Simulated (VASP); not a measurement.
# Gd (P6_3/mmc) in VASP: single point with PBEsol+U

Aim: the single point of Gd with PBEsol+U.

Program: VASP 6.6.1. These are calculated values, not measurements. Logs are shortened: lines on timing, memory, paths and dates and some standing lists are left out, and cuts for length are marked.

## 1. The cell of the first run

Symmetry: P6_3/mmc, No. 194, hexagonal system. The conventional cell has a = 3.636 Å, b = 3.636 Å, c = 5.783 Å, α = 90.00°, β = 90.00°, γ = 120.00°. Within 4.7 Å of Gd (site symmetry -6m2) lie 12 Gd at 3.57 to 3.64 Å.

## 2. Single point, PBEsol+U, collinear spin, ferromagnetic start

INCAR

```
SYSTEM = Gd
PREC     = Accurate       ! precision mode
ENCUT    = 520            ! plane-wave cutoff, eV
EDIFF    = 1E-6           ! SCF threshold, eV
ISMEAR   = 0              ! smearing method
SIGMA    = 0.1            ! smearing width, eV
LREAL    = .FALSE.        ! projectors in reciprocal space
LASPH    = .TRUE.         ! aspherical terms in the spheres
NELM     = 150            ! most SCF steps
ALGO     = Normal         ! electronic algorithm
ISIF     = 2              ! what is computed and relaxed
LWAVE    = .FALSE.        ! write WAVECAR
LCHARG   = .FALSE.        ! write CHGCAR
ISPIN    = 2              ! spin polarisation
MAGMOM   = 7 7            ! initial moments
LORBIT   = 11             ! projections on sites
LMAXMIX  = 6              ! l up to which the mixer works
LDAU     = .TRUE.         ! DFT+U
LDAUTYPE = 2            
LDAUL    = 3              ! shell
LDAUU    = 6              ! U, eV
LDAUJ    = 0            
LDAUPRINT= 1            
GGA      = PS             ! functional
NBANDS   = 29             ! bands
```

KPOINTS

```
regular mesh
0
G
  6 6 4
  0 0 0
```

POSCAR

```
Gd
1.0
    3.6360000000      0.0000000000      0.0000000000
   -1.8180000000      3.1488683680      0.0000000000
    0.0000000000      0.0000000000      5.7826000000
Gd
2
Direct
    0.3333333330      0.6666666670      0.2500000000
    0.6666666670      0.3333333330      0.7500000000
```

Potentials or basis: VASP PAW PBE potentials, release 64 (Gd).

The run is started by

```console
> cat potpaw_PBE.64/Gd/POTCAR > POTCAR
> mpirun -np 1 vasp_std > vasp.out
```

OUTCAR:

```text
SYSTEM = Gd
   PREC = Accurate
   ENCUT = 520
   EDIFF = 1E-6
   ISMEAR = 0
   LREAL = .FALSE.
   LASPH = .TRUE.
   NELM = 150
   ISIF = 2
   ISPIN = 2
   LORBIT = 11
   GGA = PS

 ion  position               nearest neighbor table
   1  0.333  0.667  0.250-
   2  0.667  0.333  0.750-

  LATTYP: Found a hexagonal cell.
 ALAT       =     3.6360000000
 C/A-ratio  =     1.5903740374

  Lattice vectors:

 A1 = (   3.6360000000,   0.0000000000,   0.0000000000)
 A2 = (  -1.8180000000,   3.1488683680,   0.0000000000)
 A3 = (   0.0000000000,   0.0000000000,   5.7826000000)

Analysis of symmetry for initial positions (statically):
=====================================================================
 Subroutine PRICEL returns:
 Original cell was already a primitive cell.

 Routine SETGRP: Setting up the symmetry group for a
 hexagonal supercell.

 Subroutine GETGRP returns: Found 24 space group operations
 (whereof 12 operations were pure point group operations)
 out of a pool of 24 trial point group operations.

The static configuration has the point symmetry D_3d.
 The point group associated with its full space group is D_6h.

Analysis of symmetry for dynamics (positions and initial velocities):
=====================================================================
 Subroutine PRICEL returns:
 Original cell was already a primitive cell.

 Routine SETGRP: Setting up the symmetry group for a
 hexagonal supercell.

 Subroutine GETGRP returns: Found 24 space group operations
 (whereof 12 operations were pure point group operations)
 out of a pool of 24 trial point group operations.

The dynamic configuration has the point symmetry D_3d.
 The point group associated with its full space group is D_6h.
[... 229 lines left out ...]
  o =  0.9895  v = -0.0000  0.0000 -0.0000 -0.0000  1.0000 -0.0000 -0.0000  0.0000  0.0000  0.0000  0.0000  0.0000  0.0000  0.0000      0.0000  0.0000  0.0000  0.0000  0.0000  0.0000  0.0000  0.0000  0.0000  0.0000  0.0000  0.0000  0.0000  0.0000
  o =  0.9899  v = -0.0000 -0.9996 -0.0000 -0.0000  0.0000 -0.0266 -0.0000  0.0000  0.0000  0.0000  0.0000  0.0000  0.0000  0.0000      0.0000  0.0000  0.0000  0.0000  0.0000  0.0000  0.0000  0.0000  0.0000  0.0000  0.0000  0.0000  0.0000  0.0000
  o =  0.9899  v =  0.0000 -0.0266 -0.0000  0.0000  0.0000  0.9996 -0.0000  0.0000  0.0000  0.0000  0.0000  0.0000  0.0000  0.0000      0.0000  0.0000  0.0000  0.0000  0.0000  0.0000  0.0000  0.0000  0.0000  0.0000  0.0000  0.0000  0.0000  0.0000
  o =  0.9905  v =  1.0000 -0.0000 -0.0000  0.0000  0.0000 -0.0000  0.0000  0.0000  0.0000  0.0000  0.0000  0.0000  0.0000  0.0000      0.0000  0.0000  0.0000  0.0000  0.0000  0.0000  0.0000  0.0000  0.0000  0.0000  0.0000  0.0000  0.0000  0.0000
  o =  0.9905  v = -0.0000  0.0000  0.0000  1.0000  0.0000 -0.0000  0.0000  0.0000  0.0000  0.0000  0.0000  0.0000  0.0000  0.0000      0.0000  0.0000  0.0000  0.0000  0.0000  0.0000  0.0000  0.0000  0.0000  0.0000  0.0000  0.0000  0.0000  0.0000

 number of electron      36.0000005 magnetization      15.5584135

 Free energy of the ion-electron system (eV)
  ---------------------------------------------------
  ext. energy  EPLUGINS =         0.00000000
  ---------------------------------------------------
  free energy    TOTEN  =       -23.45297328 eV

  energy without entropy =      -23.44041127  energy(sigma->0) =      -23.44669227

 E-fermi :   2.9196     XC(G=0): -10.1107

 val. band max:        2.8495550751   @ k =   0.1667   0.1667   0.0000
 cond. band min:       2.9259532554   @ k =   0.3333   0.3333   0.2500
 fundamental gap:      0.0763981803
 Fermi energy:         2.9195875219

 spin component 1

 k-point     1 :       0.0000    0.0000    0.0000
  band No.  band energies     occupation
      1     -42.5855      1.00000
      2     -42.5167      1.00000
      3     -20.2995      1.00000
      4     -19.6963      1.00000
      5     -19.6963      1.00000
      6     -19.5904      1.00000
[... 661 lines left out ...]
     28       2.9458      0.35531
     29       5.1926      0.00000
 Fermi energy:         2.9195875219

 spin component 2

 k-point     1 :       0.0000    0.0000    0.0000
  band No.  band energies     occupation
      1     -39.3075      1.00000
      2     -39.2208      1.00000
      3     -18.0042      1.00000
      4     -17.2584      1.00000
      5     -17.2584      1.00000
      6     -17.1331      1.00000
[... 661 lines left out ...]
     28       6.2967      0.00000
     29       6.9221      0.00000

------------------------ aborting loop because EDIFF is reached ----------------------------------------

  FORCE on cell =-STRESS in cart. coord.  units (eV):
  Direction    XX          YY          ZZ          XY          YZ          ZX
  --------------------------------------------------------------------------------------
  -------------------------------------------------------------------------------------
  Total       -0.6634677     -0.6634677     -0.4764420      0.0000000      0.0000000      0.0000000
  in kB      -16.0556846    -16.0556846    -11.5297294      0.0000000      0.0000000      0.0000000
  external PRESSURE =     -14.5470328 kB  Pullay stress =       0.0000000 kB

 VOLUME and BASIS-vectors are now :
 -----------------------------------------------------------------------------
  energy-cutoff  :      520.00
  volume of cell :       66.21
      direct lattice vectors                 reciprocal lattice vectors
     3.636000000  0.000000000  0.000000000     0.275027503  0.158787203  0.000000000
    -1.818000000  3.148868368  0.000000000     0.000000000  0.317574406  0.000000000
     0.000000000  0.000000000  5.782600000     0.000000000  0.000000000  0.172932591

 POSITION                                       TOTAL-FORCE (eV/Angst)
 -----------------------------------------------------------------------------------
     -0.00000      2.09925      1.44565         0.000000      0.000000      0.000000
      1.81800      1.04962      4.33695        -0.000000     -0.000000      0.000000
 -----------------------------------------------------------------------------------
    total drift:                               -0.000001      0.000001     -0.000000

  FREE ENERGIE OF THE ION-ELECTRON SYSTEM (eV)
  ---------------------------------------------------
  free  energy   TOTEN  =       -23.4529732778 eV

  energy  without entropy=      -23.4404112671  energy(sigma->0) =      -23.44669227

 total charge

# of ion       s       p       d       f       tot
--------------------------------------------------
    1        2.073   5.552   0.603   6.929  15.157
    2        2.073   5.552   0.603   6.929  15.157
--------------------------------------------------
tot          4.147  11.104   1.206  13.858  30.314

 magnetization (x)

# of ion       s       p       d       f       tot
--------------------------------------------------
    1        0.004  -0.046   0.242   6.919   7.119
    2        0.004  -0.046   0.242   6.919   7.119
--------------------------------------------------
tot          0.009  -0.093   0.483  13.839  14.238
```

OSZICAR:

```text
N       E                     dE             d eps       ncg     rms          rms(c)
DAV:   1     0.277082014629E+03    0.27708E+03   -0.12207E+04  3334   0.622E+03
DAV:   2     0.515057440737E+02   -0.22558E+03   -0.20016E+03  3482   0.465E+02
DAV:   3    -0.221733289068E+01   -0.53723E+02   -0.51504E+02  3964   0.193E+02
DAV:   4    -0.109060812804E+02   -0.86887E+01   -0.85837E+01  4784   0.662E+01
DAV:   5    -0.119465809726E+02   -0.10405E+01   -0.10319E+01  4683   0.202E+01    0.554E+01
DAV:   6    -0.238738821310E+02   -0.11927E+02   -0.32142E+01  3677   0.186E+02    0.965E+01
DAV:   7    -0.232384243741E+02    0.63546E+00   -0.20585E+00  4221   0.138E+01    0.772E+01
DAV:   8    -0.232335985688E+02    0.48258E-02   -0.22905E-01  4536   0.703E+00    0.480E+01
DAV:   9    -0.234423740320E+02   -0.20878E+00   -0.38663E-01  3529   0.974E+00    0.274E+01
DAV:  10    -0.234475744194E+02   -0.52004E-02   -0.15602E-01  4577   0.503E+00    0.969E+00
DAV:  11    -0.234475795381E+02   -0.51187E-05   -0.14064E-02  4536   0.122E+00    0.437E+00
DAV:  12    -0.234527519706E+02   -0.51724E-02   -0.57758E-03  4084   0.847E-01    0.106E+00
DAV:  13    -0.234529489397E+02   -0.19697E-03   -0.13429E-03  4457   0.373E-01    0.297E-01
DAV:  14    -0.234529691792E+02   -0.20240E-04   -0.26864E-04  4451   0.175E-01    0.247E-01
DAV:  15    -0.234529705431E+02   -0.13639E-05   -0.40145E-05  4696   0.433E-02    0.101E-01
DAV:  16    -0.234529736269E+02   -0.30839E-05   -0.91219E-06  3830   0.420E-02    0.920E-02
DAV:  17    -0.234529732778E+02    0.34916E-06   -0.96425E-07  2822   0.113E-02
   1 F= -.23452973E+02 E0= -.23446692E+02  d E =-.125620E-01  mag=    15.5584
```

It took 2.3 min on 1 thread of AMD EPYC 7R13 (Zen 3), shared host; peak memory 0.22 GiB.

What came out:

| Item | Value |
| --- | --- |
| Free energy | -23.4530 eV |
| Pressure | -1.5 GPa |
| Net moment | 15.56 μB per cell |
| Site moments | Gd +7.12 μB |
| Valence electrons inside the program's atomic spheres | Gd 15.16 |

Eigenvalues of the final occupation matrices:
| site | spin | trace | eigenvalues |
| --- | --- | --- | --- |
| site 1 f | 1 | 6.93 | 0.99 0.99 0.99 0.99 0.99 0.99 0.99 |
| site 1 f | 2 | 0.00 | 0.00 0.00 0.00 0.00 0.00 0.00 0.00 |
| site 2 f | 1 | 6.93 | 0.99 0.99 0.99 0.99 0.99 0.99 0.99 |
| site 2 f | 2 | 0.00 | 0.00 0.00 0.00 0.00 0.00 0.00 0.00 |

Caveat: the PAW data sets were made with another functional, which shifts forces and pressure a little; spin-orbit coupling is left out, which moves the levels of the heavy elements.
